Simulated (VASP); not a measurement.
# SiC (Fm-3m) in VASP: notebook

The runs below take SiC through single point, with PBE.

Everything below comes from runs of VASP 6.6.1. Logs are shortened: lines on timing, memory, paths and dates and some standing lists are left out, and cuts for length are marked.

### Step 1. The cell of the first run

It takes space group Fm-3m (No. 225, cubic). Conventional cell: a = 3.702 Å, b = 3.702 Å, c = 3.702 Å, α = 90.00°, β = 90.00°, γ = 90.00°. Within 2.5 Å of C (site symmetry m-3m) lie 6 Si at 1.85 Å. Si (site symmetry m-3m) has 6 C at 1.85 Å within 2.5 Å.

### Step 2. Single point, PBE (volume scaled by 0.760)

Contents of INCAR:

```
PREC = Accurate
ENCUT = 520
EDIFF = 1E-6
ISMEAR = 0
SIGMA = 0.05
LREAL = F
LASPH = T
NELM = 100
ALGO = Normal
ISIF = 2
LWAVE = F
LCHARG = F
GGA = PE
NBANDS = 11
```

Contents of KPOINTS:

```
regular mesh
0
Gamma
  20 20 20
```

Contents of POSCAR:

```
SiC
1.0
    0.0000000000      1.8512014810      1.8512014810
    1.8512014810      0.0000000000      1.8512014810
    1.8512014810      1.8512014810      0.0000000000
C Si
1 1
Direct
    0.0000000000      0.0000000000      0.0000000000
    0.5000000000      0.5000000000      0.5000000000
```

Potentials or basis: VASP PAW PBE potentials, release 64 (C, Si).

Command:

```
$ cat potpaw_PBE.64/C/POTCAR potpaw_PBE.64/Si/POTCAR > POTCAR
$ mpirun -np 1 vasp_std > vasp.out
```

OUTCAR:

```text
PREC = Accurate
   ENCUT = 520
   EDIFF = 1E-6
   ISMEAR = 0
   LREAL = F
   LASPH = T
   NELM = 100
   ISIF = 2
   GGA = PE

 ion  position               nearest neighbor table
   1  0.000  0.000  0.000-   2 1.85   2 1.85   2 1.85   2 1.85   2 1.85   2 1.85
   2  0.500  0.500  0.500-   1 1.85   1 1.85   1 1.85   1 1.85   1 1.85   1 1.85

  LATTYP: Found a face centered cubic cell.
 ALAT       =     3.7024029620

  Lattice vectors:

 A1 = (   0.0000000000,   1.8512014810,   1.8512014810)
 A2 = (   1.8512014810,   0.0000000000,   1.8512014810)
 A3 = (   1.8512014810,   1.8512014810,   0.0000000000)

Analysis of symmetry for initial positions (statically):
=====================================================================
 Subroutine PRICEL returns:
 Original cell was already a primitive cell.

 Routine SETGRP: Setting up the symmetry group for a
 face centered cubic supercell.

 Subroutine GETGRP returns: Found 48 space group operations
[... 9 lines left out ...]

 Routine SETGRP: Setting up the symmetry group for a
 face centered cubic supercell.

 Subroutine GETGRP returns: Found 48 space group operations
[... 11 lines left out ...]
                                     Primitive cell

  volume of cell :      12.6879

  direct lattice vectors                    reciprocal lattice vectors
     0.000000000  1.851201481  1.851201481    -0.270094857  0.270094857  0.270094857
     1.851201481  0.000000000  1.851201481     0.270094857 -0.270094857  0.270094857
     1.851201481  1.851201481  0.000000000     0.270094857  0.270094857 -0.270094857

  length of vectors
     2.617994241  2.617994241  2.617994241     0.467818016  0.467818016  0.467818016

  position of ions in fractional coordinates (direct lattice)
     0.000000000  0.000000000  0.000000000
     0.500000000  0.500000000  0.500000000

  ion indices of the primitive-cell ions
   primitive index   ion index
                 1           1
                 2           2

----------------------------------------------------------------------------------------

 KPOINTS: regular mesh

Automatic generation of k-mesh.
 Grid dimensions read from file:
 generate k-points for:   20   20   20

 Generating k-lattice:

  Cartesian coordinates                     Fractional coordinates (reciprocal lattice)
    -0.013504743  0.013504743  0.013504743     0.050000000  0.000000000  0.000000000
     0.013504743 -0.013504743  0.013504743     0.000000000  0.050000000  0.000000000
[... 58 lines left out ...]
   EDIFF  = 0.1E-05   stopping-criterion for ELM
   LREAL  =      F    real-space projection
   EDIFFG = 0.1E-04   stopping-criterion for IOM
   NSW    =      0    number of steps for IOM
   IBRION =     -1    ionic relax: 0-MD 1-quasi-New 2-CG
   NFREE  =      0    steps in history (QN), initial steepest desc. (CG)
   ISIF   =      2    stress and relaxation
   ISYM   =      2    0-nonsym 1-usesym 2-fastsym
   POTIM  = 0.5000    time-step for ionic-motion
   TEBEG  =    0.0;   TEEND  =   0.0 temperature during run
   PSTRESS=    0.0 pullay stress
   NELECT =       8.0000    total number of electrons
   NUPDOWN=      -1.0000    fix difference up-down
   EMIN   =  10.00;   EMAX   =-10.00  energy-range for DOS
   EFERMI =   0.00;   METHOD = LEGACY
   ISMEAR =     0;   SIGMA  =   0.05  broadening in eV -4-tet -1-fermi 0-gaus
   EFERMI_NEDOS =   21; number of points for ismear=-14 and -15
   IALGO  =     38    algorithm
   IMIX   =      4    mixing-type and parameters
     AMIX     =   0.40;   BMIX     =  1.00
     AMIX_MAG =   1.60;   BMIX_MAG =  1.00
  volume/ion in A,a.u.               =       6.34        42.81
  Fermi-wavevector in a.u.,A,eV,Ry     =   1.403808  2.652813 26.812698  1.970678
  Thomas-Fermi vector in A             =   2.526433
   LORBIT       =      0    0 simple, 1 ext, 2 COOP (PROOUT), +10 PAW based schemes
   GGA     = PE    functional components
   LHFCALC =     F    Hartree Fock is set to
   AEXX    =    0.0000 exact exchange contribution
   IVDW    =     0    specifies the selected vdW correction
   LEPSILON=     F    determine dielectric tensor
   LRPA    =     F    only Hartree local field effects (RPA)
 non-spin polarized calculation
 Gauss-broadening in eV      SIGMA  =   0.05
  energy-cutoff  :      520.00
  volume of cell :       12.69
 maximum number of plane-waves:       360
   NGX =  9   NGY =  9   NGZ =  9

 number of electron       8.0000001 magnetization

 Free energy of the ion-electron system (eV)
  ---------------------------------------------------
  ext. energy  EPLUGINS =         0.00000000
  ---------------------------------------------------
  free energy    TOTEN  =       -12.37184488 eV

  energy without entropy =      -12.37184488  energy(sigma->0) =      -12.37184488

 E-fermi :  17.2280     XC(G=0): -13.9504

 val. band max:       16.9853162500   @ k =   0.0000   0.0000   0.0000
 cond. band min:      18.0880732961   @ k =   0.5000   0.5000   0.0000
 fundamental gap:      1.1027570460
 Fermi energy:        17.2280079278

 k-point     1 :       0.0000    0.0000    0.0000
  band No.  band energies     occupation
      1      -4.8949      2.00000
      2      16.9853      2.00000
      3      16.9853      2.00000
      4      16.9853      2.00000
      5      25.9662      0.00000
      6      25.9662      0.00000
      7      25.9662      0.00000
      8      29.8866      0.00000
      9      32.2404      0.00000
     10      32.2404      0.00000
     11      32.9442      0.00000
[... 309 lines left out ...]
 k-point    24 :      -0.3500    0.0500    0.0000
  band No.  band energies     occupation
      1      -1.0158      2.00000
      2       6.4801      2.00000
      3      14.6947      2.00000
      4      15.4994      2.00000
      5      24.1247      0.00000
      6      24.3112      0.00000
      7      24.9412      0.00000
      8      30.8245      0.00000
      9      33.3633      0.00000
     10      33.6238      0.00000
     11      35.7132      0.00000

 [... further k-points ...]
[... 5 lines left out ...]
  --------------------------------------------------------------------------------------
  -------------------------------------------------------------------------------------
  Total        9.7021726      9.7021726      9.7021726      0.0000000      0.0000000     -0.0000000
  in kB     1225.1478942   1225.1478942   1225.1478942      0.0000000      0.0000000     -0.0000000
  external PRESSURE =    1225.1478942 kB  Pullay stress =       0.0000000 kB

 VOLUME and BASIS-vectors are now :
 -----------------------------------------------------------------------------
  energy-cutoff  :      520.00
  volume of cell :       12.69
      direct lattice vectors                 reciprocal lattice vectors
     0.000000000  1.851201481  1.851201481    -0.270094857  0.270094857  0.270094857
     1.851201481  0.000000000  1.851201481     0.270094857 -0.270094857  0.270094857
     1.851201481  1.851201481  0.000000000     0.270094857  0.270094857 -0.270094857

 POSITION                                       TOTAL-FORCE (eV/Angst)
 -----------------------------------------------------------------------------------
      0.00000      0.00000      0.00000        -0.000000      0.000000      0.000000
      1.85120      1.85120      1.85120         0.000000      0.000000     -0.000000
 -----------------------------------------------------------------------------------
    total drift:                                0.000000     -0.000000     -0.000000

  FREE ENERGIE OF THE ION-ELECTRON SYSTEM (eV)
  ---------------------------------------------------
  free  energy   TOTEN  =       -12.3718448839 eV

  energy  without entropy=      -12.3718448839  energy(sigma->0) =      -12.37184488
```

stdout:

```text
POSCAR found type information on POSCAR C Si
 POSCAR found :  2 types and       2 ions
 scaLAPACK will be used
 LDA part: xc-table for (Slater+PW92), standard interpolation
 POSCAR, INCAR and KPOINTS ok, starting setup
 FFT: planning ... GRIDC
 FFT: planning ... GRID_SOFT
 FFT: planning ... GRID
 WAVECAR not read
 entering main loop
```

Run time: 14 s. Hardware: 1 thread of Intel Xeon 6975P-C (Granite Rapids), shared host; peak memory 0.14 GiB.

Results:

| Property | Result |
| --- | --- |
| Free energy | -12.3718 eV |
| Pressure | 122.5 GPa |
| Band gap on the k mesh | 1.10 eV, indirect (least direct gap 6.57 eV) |

 A k mesh can miss the band edges.

(Part 1 of 2 ends here.)
